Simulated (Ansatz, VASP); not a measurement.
This is a calculation of BN for VASP 6.6.1.

The input POSCAR:

```
BN
1.0
    1.2594075994      0.7271193165      3.3952723682
   -1.2594075994      0.7271193165      3.3952723682
    0.0000000000     -1.4542386330      3.3952723682
N B
1 1
Direct
    0.6672382000      0.6672382000      0.6672382000
    0.0003288000      0.0003288000      0.0003288000
```

The input INCAR.step1:

```
SYSTEM = BN
PREC = Accurate
ENCUT = 520
EDIFF = 1E-5
ISMEAR = -1
SIGMA = 0.05
LREAL = .False.
LASPH = .True.
NELM = 100
ALGO = Normal
ISIF = 2
LWAVE = .True.
LCHARG = .False.
GGA = PE
NBANDS = 11
```

File INCAR.step2:

```
SYSTEM = BN
PREC = Accurate
ENCUT = 520
EDIFF = 1E-7
ISMEAR = -1
SIGMA = 0.05
LREAL = .False.
LASPH = .True.
NELM = 100
ALGO = Normal
ISIF = 2
LWAVE = .False.
LCHARG = .False.
GGA = PE
LHFCALC = .True.
AEXX = 0.25
PRECFOCK = Normal
ISTART = 1
NBANDS = 11
```

KPOINTS

```
Automatic mesh
0
Gamma
  6 6 6
  0 0 0
```

Potentials or basis: VASP PAW PBE potentials, release 64 (N, B).

Run with:

```sh
$ cat potpaw_PBE.64/N/POTCAR potpaw_PBE.64/B/POTCAR > POTCAR
$ cp INCAR.step1 INCAR
$ mpirun -np 1 vasp_std > vasp.out
$ cp INCAR.step2 INCAR
$ mpirun -np 1 vasp_std > vasp.out
```

Question: Translate it to Ansatz 0.2.0. Potentials there: Ansatz PAW.

Answer: As run (the cutoff follows the program's own potentials):

Contents of input.yaml:

```yaml
crystal:
  lattice:
    - [1.2594075994, 0.7271193165, 3.3952723682]
    - [-1.2594075994, 0.7271193165, 3.3952723682]
    - [0.0, -1.454238633, 3.3952723682]
  atoms:
    - { symbol: "N", position: [0.6672382, 0.6672382, 0.6672382] }
    - { symbol: B, position: [0.0003288, 0.0003288, 0.0003288] }
hamiltonian:
  xc: pbe0
  pseudopotentials: { kind: paw }
kpoints:
  mp_grid: { grid: [6, 6, 6] }
scf:
  occupations: { method: fermi_dirac, width: 0.05 }
output:
  forces: true
  stress: true
  eigenvalues: true
```

Potentials or basis: Ansatz PAW.

Launch:

```console
$ ansatz run input.yaml --threads 2 --pin off --max-ram 5632MiB --backend cpu --events-out ev --progress --plain --runs-dir out
```

Both were run:

|  | VASP | Ansatz | Ansatz less VASP |
| --- | --- | --- | --- |
| gap on the k mesh at the Fermi level (eV) | 6.30 | 6.28 | -0.016 |
| least direct gap on the mesh (eV) | 6.82 | 6.80 | -0.017 |
| pressure (GPa) | -6.0 | -6.1 | -0.17 |
| traceless stress, the component that is largest in VASP (GPa) | 7.36 | 7.76 | +0.397 |
| rms of the force components (eV/Å) | 0.005 | 0.005 | 0.0000 |

Atom by atom the forces differ by 0.000 eV/Å (rms over components).

The k mesh is coarse, so the values compare programs but aren't converged.
